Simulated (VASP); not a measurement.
# RbCl (Fm-3m) in VASP: further runs

The runs below take RbCl through relaxation of cell and atoms, with PBEsol.

Program: VASP 6.6.1. These are calculated values, not measurements. Logs are shortened: lines on timing, memory, paths and dates and some standing lists are left out, and cuts for length are marked.

## (1) The cell of the first run

It takes space group Fm-3m (No. 225, cubic). The conventional cell has a = 6.548 Å, b = 6.548 Å, c = 6.548 Å, α = 90.00°, β = 90.00°, γ = 90.00°. Rb (site symmetry m-3m) has 6 Cl at 3.27 Å within 4.3 Å. Within 4.3 Å of Cl (site symmetry m-3m) lie 6 Rb at 3.27 Å.

## (2) Relaxation of cell and atoms, PBEsol, target pressure 10 GPa, at which the enthalpy is minimised

File INCAR:

```
SYSTEM = RbCl
PREC = Accurate
ENCUT = 500
EDIFF = 1E-7
ISMEAR = 0
SIGMA = 0.01
LREAL = .False.
LASPH = .True.
NELM = 120
ALGO = Normal
ISIF = 3
LWAVE = .False.
LCHARG = .False.
GGA = PS
IBRION = 2
NSW = 100
EDIFFG = -0.002
PSTRESS = 100.0
GGA_COMPAT = .False.
NELMIN = 4
```

File KPOINTS:

```
Automatic mesh
0
Gamma
  6 6 6
  0 0 0
```

File POSCAR:

```
RbCl
1.0
    0.0000000000      3.2740000000      3.2740000000
    3.2740000000      0.0000000000      3.2740000000
    3.2740000000      3.2740000000      0.0000000000
Rb Cl
1 1
Direct
    0.0000000000      0.0000000000      0.0000000000
    0.5000000000      0.5000000000      0.5000000000
```

Potentials or basis: VASP PAW PBE potentials, release 64 (Rb_sv, Cl).

The run is started by

```sh
cat potpaw_PBE.64/Rb_sv/POTCAR potpaw_PBE.64/Cl/POTCAR > POTCAR
mpirun -np 1 vasp_std > vasp.out
```

OUTCAR:

```text
SYSTEM = RbCl
   PREC = Accurate
   ENCUT = 500
   EDIFF = 1E-7
   ISMEAR = 0
   LREAL = .False.
   LASPH = .True.
   NELM = 120
   ISIF = 3
   GGA = PS
   IBRION = 2
   NSW = 100
   EDIFFG = -0.002
   PSTRESS = 100.0
   NELMIN = 4

 ion  position               nearest neighbor table
   1  0.000  0.000  0.000-   2 3.27   2 3.27   2 3.27   2 3.27   2 3.27   2 3.27
   2  0.500  0.500  0.500-   1 3.27   1 3.27   1 3.27   1 3.27   1 3.27   1 3.27

  LATTYP: Found a face centered cubic cell.
 ALAT       =     6.5480000000

  Lattice vectors:

 A1 = (   0.0000000000,   3.2740000000,   3.2740000000)
 A2 = (   3.2740000000,   0.0000000000,   3.2740000000)
 A3 = (   3.2740000000,   3.2740000000,   0.0000000000)

Analysis of symmetry for initial positions (statically):
=====================================================================
 Subroutine PRICEL returns:
 Original cell was already a primitive cell.

 Routine SETGRP: Setting up the symmetry group for a
 face centered cubic supercell.

 Subroutine GETGRP returns: Found 48 space group operations
 (whereof 48 operations were pure point group operations)
 out of a pool of 48 trial point group operations.

The static configuration has the point symmetry O_h .

Analysis of symmetry for dynamics (positions and initial velocities):
=====================================================================
 Subroutine PRICEL returns:
 Original cell was already a primitive cell.

 Routine SETGRP: Setting up the symmetry group for a
 face centered cubic supercell.

 Subroutine GETGRP returns: Found 48 space group operations
 (whereof 48 operations were pure point group operations)
 out of a pool of 48 trial point group operations.

The dynamic configuration has the point symmetry O_h .

 Subroutine INISYM returns: Found 48 space group operations
 (whereof 48 operations are pure point group operations),
 and found     1 'primitive' translations

----------------------------------------------------------------------------------------

                                     Primitive cell

  volume of cell :      70.1885

  direct lattice vectors                    reciprocal lattice vectors
     0.000000000  3.274000000  3.274000000    -0.152718387  0.152718387  0.152718387
     3.274000000  0.000000000  3.274000000     0.152718387 -0.152718387  0.152718387
     3.274000000  3.274000000  0.000000000     0.152718387  0.152718387 -0.152718387

  length of vectors
     4.630135203  4.630135203  4.630135203     0.264516006  0.264516006  0.264516006

  position of ions in fractional coordinates (direct lattice)
     0.000000000  0.000000000  0.000000000
     0.500000000  0.500000000  0.500000000

  ion indices of the primitive-cell ions
   primitive index   ion index
                 1           1
                 2           2

----------------------------------------------------------------------------------------

 KPOINTS: Automatic mesh

Automatic generation of k-mesh.
 Grid dimensions read from file:
 generate k-points for:    6    6    6

 Generating k-lattice:

  Cartesian coordinates                     Fractional coordinates (reciprocal lattice)
    -0.025453065  0.025453065  0.025453065     0.166666667  0.000000000  0.000000000
     0.025453065 -0.025453065  0.025453065     0.000000000  0.166666667  0.000000000
     0.025453065  0.025453065 -0.025453065     0.000000000  0.000000000  0.166666667

  Length of vectors
     0.044086001  0.044086001  0.044086001

  Shift w.r.t. Gamma in fractional coordinates (k-lattice)
     0.000000000  0.000000000  0.000000000

 Subroutine IBZKPT returns following result:
 ===========================================

 Found     16 irreducible k-points:

 Following reciprocal coordinates:
            Coordinates               Weight
  0.000000  0.000000  0.000000      1.000000
  0.166667  0.000000  0.000000      8.000000
  0.333333  0.000000  0.000000      8.000000
  0.500000  0.000000  0.000000      4.000000
  0.166667  0.166667  0.000000      6.000000
  0.333333  0.166667  0.000000     24.000000
[... 8 lines left out ...]
 -0.333333  0.333333  0.166667     24.000000
 -0.333333  0.500000  0.166667     12.000000
   k-points           NKPTS =     16   k-points in BZ     NKDIM =     16   number of bands    NBANDS=     12
   number of dos      NEDOS =    301   number of ions     NIONS =      2
   total plane-waves  NPLWV =  46656
   dimension x,y,z NGX =    36 NGY =   36 NGZ =   36
   dimension x,y,z NGXF=    72 NGYF=   72 NGZF=   72
   ions per type =               1   1
   NGX,Y,Z   is equivalent  to a cutoff of  12.93, 12.93, 12.93 a.u.
   NGXF,Y,Z  is equivalent  to a cutoff of  25.85, 25.85, 25.85 a.u.
 SYSTEM =  RbCl
   PREC   = accura    normal or accurate (medium, high low for compatibility)
   ISTART =      0    job   : 0-new  1-cont  2-samecut
   ICHARG =      2    charge: 1-file 2-atom 10-const
   ISPIN  =      1    spin polarized calculation?
   LNONCOLLINEAR =      F non collinear calculations
   LSORBIT =      F    spin-orbit coupling
   LASPH  =      T    aspherical Exc in radial PAW
   ENCUT  =  500.0 eV  36.75 Ry    6.06 a.u.   8.44  8.44  8.44*2*pi/ulx,y,z
   NELM   =    120;   NELMIN=  4; NELMDL= -5     # of ELM steps
   EDIFF  = 0.1E-06   stopping-criterion for ELM
   LREAL  =      F    real-space projection
   EDIFFG = -.2E-02   stopping-criterion for IOM
   NSW    =    100    number of steps for IOM
   IBRION =      2    ionic relax: 0-MD 1-quasi-New 2-CG
   NFREE  =      1    steps in history (QN), initial steepest desc. (CG)
   ISIF   =      3    stress and relaxation
   ISYM   =      2    0-nonsym 1-usesym 2-fastsym
   POTIM  = 0.5000    time-step for ionic-motion
   TEBEG  =    0.0;   TEEND  =   0.0 temperature during run
   PSTRESS=  100.0 pullay stress
   NELECT =      16.0000    total number of electrons
   NUPDOWN=      -1.0000    fix difference up-down
   EMIN   =  10.00;   EMAX   =-10.00  energy-range for DOS
   EFERMI =   0.00;   METHOD = LEGACY
   ISMEAR =     0;   SIGMA  =   0.01  broadening in eV -4-tet -1-fermi 0-gaus
   EFERMI_NEDOS =   21; number of points for ismear=-14 and -15
   IALGO  =     38    algorithm
   IMIX   =      4    mixing-type and parameters
     AMIX     =   0.40;   BMIX     =  1.00
     AMIX_MAG =   1.60;   BMIX_MAG =  1.00
  volume/ion in A,a.u.               =      35.09       236.83
  Fermi-wavevector in a.u.,A,eV,Ry     =   1.000060  1.889840 13.607465  1.000120
  Thomas-Fermi vector in A             =   2.132392
   LORBIT       =      0    0 simple, 1 ext, 2 COOP (PROOUT), +10 PAW based schemes
   GGA     = PS    functional components
   LHFCALC =     F    Hartree Fock is set to
   AEXX    =    0.0000 exact exchange contribution
   IVDW    =     0    specifies the selected vdW correction
   LEPSILON=     F    determine dielectric tensor
   LRPA    =     F    only Hartree local field effects (RPA)
 conjugate gradient relaxation of ions
 non-spin polarized calculation
 Gauss-broadening in eV      SIGMA  =   0.01
  energy-cutoff  :      500.00
  volume of cell :       70.19
 maximum number of plane-waves:      1807
 NGX is ok and might be reduce to    36
   NGX = 17   NGY = 17   NGZ = 17

--------------------------------------- Ionic step        1  -------------------------------------------

 number of electron      16.0000001 magnetization

 Free energy of the ion-electron system (eV)
  ---------------------------------------------------
  ext. energy  EPLUGINS =         0.00000000
  ---------------------------------------------------
  free energy    TOTEN  =        -6.89453403 eV

  energy without entropy =       -6.89453403  energy(sigma->0) =       -6.89453403

------------------------ aborting loop because EDIFF is reached ----------------------------------------

  FORCE on cell =-STRESS in cart. coord.  units (eV):
  Direction    XX          YY          ZZ          XY          YZ          ZX
  --------------------------------------------------------------------------------------
  -------------------------------------------------------------------------------------
  Total       -0.0090683     -0.0090683     -0.0090683      0.0000000      0.0000000      0.0000000
  in kB       -0.2070006     -0.2070006     -0.2070006      0.0000000      0.0000000      0.0000000
  external PRESSURE =    -100.2070006 kB  Pullay stress =     100.0000000 kB
[... 93 lines left out ...]
  FREE ENERGIE OF THE ION-ELECTRON SYSTEM (eV)
  ---------------------------------------------------
  free  energy   TOTEN  =        -6.4850211242 eV

  energy  without entropy=       -6.4850211242  energy(sigma->0) =       -6.48502112

  enthalpy is  TOTEN    =        -3.2009814620 eV   P V=        3.2840396621

[... ionic steps 4 to 13 ...]

--------------------------------------- Ionic step       14  -------------------------------------------

 number of electron      16.0000001 magnetization

------------------------ aborting loop because EDIFF is reached ----------------------------------------

  FORCE on cell =-STRESS in cart. coord.  units (eV):
  Direction    XX          YY          ZZ          XY          YZ          ZX
  --------------------------------------------------------------------------------------
  -------------------------------------------------------------------------------------
  Total        3.2612574      3.2612574      3.2612574      0.0000000      0.0000000      0.0000000
  in kB       99.0975924     99.0975924     99.0975924      0.0000000      0.0000000      0.0000000
  external PRESSURE =      -0.9024076 kB  Pullay stress =     100.0000000 kB
[... 61 lines left out ...]
  enthalpy is  TOTEN    =        -3.2009558680 eV   P V=        3.2803702056

--------------------------------------- Ionic step       16  -------------------------------------------

 number of electron      16.0000001 magnetization

 Free energy of the ion-electron system (eV)
  ---------------------------------------------------
  ext. energy  EPLUGINS =         0.00000000
  ---------------------------------------------------
  free energy    TOTEN  =        -6.48700489 eV

  energy without entropy =       -6.48700489  energy(sigma->0) =       -6.48700489

 E-fermi :  -0.4261     XC(G=0):  -8.8863

 val. band max:       -0.5028036469   @ k =   0.0000   0.0000   0.0000
 cond. band min:       5.0458551850   @ k =   0.5000   0.5000   0.0000
 fundamental gap:      5.5486588319
 Fermi energy:        -0.4261165946

 k-point     1 :       0.0000    0.0000    0.0000
  band No.  band energies     occupation
      1     -23.8478      2.00000
      2     -12.8362      2.00000
      3      -7.8862      2.00000
      4      -7.8862      2.00000
      5      -7.8862      2.00000
      6      -0.5028      2.00000
      7      -0.5028      2.00000
      8      -0.5028      2.00000
      9       5.3907      0.00000
     10       7.3401      0.00000
     11       7.3401      0.00000
     12       7.3401      0.00000
[... 252 lines left out ...]
  FREE ENERGIE OF THE ION-ELECTRON SYSTEM (eV)
  ---------------------------------------------------
  free  energy   TOTEN  =        -6.4870048871 eV

  energy  without entropy=       -6.4870048871  energy(sigma->0) =       -6.48700489

  enthalpy is  TOTEN    =        -3.2009849334 eV   P V=        3.2860199537

 reached required accuracy - stopping structural energy minimisation
```

Wall time 76 s (1 thread of Intel Xeon Platinum 8559C (Emerald Rapids), shared host); peak memory 0.22 GiB.

Results:

| Property | Result |
| --- | --- |
| Free energy | -6.4870 eV |
| Relaxed volume | 26.32 Å³/atom |
| Relaxed cell | a = 4.207 Å, b = 4.207 Å, c = 4.207 Å, α = 60.00°, β = 60.00°, γ = 60.00° |
| Space group after relaxing (to 0.05 Å) | Fm-3m (No. 225) |
| Energy change on relaxing (the enthalpy is what falls) | +203.8 meV/atom |
| Ionic steps | 16 |
| Pressure after relaxing | 10.0 GPa |
| Band gap on the k mesh | 5.55 eV, indirect (least direct gap 5.56 eV) |

Step by step:
```
step  energy change (eV)  largest force (eV/Å)  pressure (GPa)  volume (Å³)
   1              0.0000                0.0000           -0.02        70.19
   2              0.5861                0.0000           13.22        50.17
   3              0.4095                0.0000           10.04        52.62
   4              0.3899                0.0000            9.67        52.94
   5              0.3905                0.0000            9.69        52.93
   6              0.3923                0.0000            9.72        52.90
   7              0.3923                0.0000            9.72        52.90
   8              0.3924                0.0000            9.72        52.89
   9              0.3925                0.0000            9.72        52.89
  10              0.3929                0.0000            9.73        52.89
  11              0.3935                0.0000            9.74        52.88
  12              0.3948                0.0000            9.77        52.85
  13              0.3974                0.0000            9.81        52.81
  14              0.4026                0.0000            9.91        52.73
  15              0.4132                0.0000           10.10        52.56
  16              0.4075                0.0000           10.00        52.65
```

Final structure:
```
Rb Cl
1.0
     0.00000    2.97475    2.97475
     2.97475    0.00000    2.97475
     2.97475    2.97475    0.00000
Rb Cl
1 1
Direct
  0.00000 0.00000 0.00000
  0.50000 0.50000 0.50000
```

Caveat: the cell is relaxed towards a set pressure, so the enthalpy falls and the energy may rise; the volume moved by over 15 % at a fixed basis, so the end points are rough; the PAW data sets were made with another functional, which shifts forces and pressure a little.

## (3) Relaxation of cell and atoms, PBEsol, target pressure 15 GPa, at which the enthalpy is minimised

File INCAR:

```
SYSTEM = RbCl
  ALGO = Normal
  EDIFF = 1E-7
  EDIFFG = -0.002
  ENCUT = 500
  GGA = PS
  GGA_COMPAT = .False.
  IBRION = 2
  ISIF = 3
  ISMEAR = 0
  LASPH = .True.
  LCHARG = .False.
  LREAL = .False.
  LWAVE = .False.
  NELM = 120
  NELMIN = 4
  NSW = 100
  PREC = Accurate
  PSTRESS = 150.0
  SIGMA = 0.01
```

File KPOINTS:

```
k-points
0
Gamma
  6 6 6
  0 0 0
```

POSCAR is that of step 2.

Potentials or basis: VASP PAW PBE potentials, release 64 (Rb_sv, Cl).

The run is started by

```sh
cat potpaw_PBE.64/Rb_sv/POTCAR potpaw_PBE.64/Cl/POTCAR > POTCAR
mpirun -np 1 vasp_std > vasp.out
```

It took 63 s on 1 thread of Intel Xeon Platinum 8559C (Emerald Rapids), shared host; peak memory 0.21 GiB.

It converged, with:

```yaml
Free_energy: -6.2067 eV
Relaxed_volume: 24.51 Å³/atom
Relaxed_cell: a = 4.108 Å, b = 4.108 Å, c = 4.108 Å, α = 60.00°, β = 60.00°, γ = 60.00°
Space_group_after_relaxing_to_0.05_Å: Fm-3m (No. 225)
Energy_change_on_relaxing_the_enthalpy_is_what_falls: +343.9 meV/atom
Ionic_steps: 6
Pressure_after_relaxing: 15.0 GPa
Band_gap_on_the_k_mesh: 5.29 eV, direct
```

Step by step:
```csv
step,energy change (eV),largest force (eV/Å),pressure (GPa),volume (Å³)
1,0.0000,0.0000,-0.02,70.19
2,1.7084,0.0000,32.44,41.79
3,0.6660,0.0000,14.62,49.25
4,0.7005,0.0000,15.22,48.88
5,0.6794,0.0000,14.85,49.10
6,0.6879,0.0000,15.00,49.01
```

Final structure:
```yaml
crystal:
  lattice:
    - [0.00000, 2.90463, 2.90463]
    - [2.90463, 0.00000, 2.90463]
    - [2.90463, 2.90463, 0.00000]
  atoms:
    - { symbol: Rb, position: [0.00000, 0.00000, 0.00000] }
    - { symbol: Cl, position: [0.50000, 0.50000, 0.50000] }
```

Levels at points of the mesh, in eV from the valence-band top:
```
           k point  band 4  band 5  band 6  band 7  band 8  band 9  band 10  band 11  band 12
(0.00, 0.00, 0.00)   -7.36   -7.36   -0.05   -0.05   -0.05    6.15     7.71     7.71     7.71
(0.50, 0.00, 0.00)   -7.37   -7.07   -1.71   -0.94   -0.94    8.67     9.02    11.27    11.27
(0.50, 0.50, 0.00)   -7.75   -7.75   -0.06    0.00    0.00    5.29     9.76    10.57    11.67
```

Caveat: the cell is relaxed towards a set pressure, so the enthalpy falls and the energy may rise; the volume moved by over 15 % at a fixed basis, so the end points are rough; the PAW data sets were made with another functional, which shifts forces and pressure a little.
